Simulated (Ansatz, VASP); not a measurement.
AlGa3As4 in VASP and in Ansatz

```
Al Ga As
1.0
     4.06098    0.00000    0.00000
     0.00000    4.06098    0.00000
     0.00000    0.00000   11.47567
Al Ga As
1 3 4
Direct
  0.00000 0.00000 0.00000
  0.50000 0.50000 0.24975
  0.00000 0.00000 0.50000
  0.50000 0.50000 0.75025
  0.50000 0.00000 0.12410
  0.00000 0.50000 0.37490
  0.50000 0.00000 0.62510
  0.00000 0.50000 0.87590
```

Alike in both runs: functional PBE; k mesh 10 × 10 × 4; occupations gaussian, width 0.02 eV; no spin polarisation.

Ansatz relaxed the structure, and its values are those at the end. VASP's run is a single point on that final structure, the one shown.

```csv
,VASP,Ansatz
version,VASP 6.6.1,Ansatz 0.2.0
potentials or method,"VASP PAW PBE potentials, release 64 (Al, Ga_d, As), cutoff 520 eV","scalar-relativistic, plane waves, PAW"
valence electrons in the cell,62,102
```

Ansatz gave:

```
gap on the k mesh at the Fermi level (eV) : 0.52
least direct gap on the mesh (eV)         : 0.52
pressure (GPa)                            : 0.0
```

Task: What did VASP give for the same quantities?

Result: gap on the k mesh at the Fermi level (eV): 0.53; least direct gap on the mesh (eV): 0.53; pressure (GPa): 0.2.

VASP's potentials hold 62 valence electrons a cell and Ansatz's 102, so a difference there can come from the potentials and not from the codes.
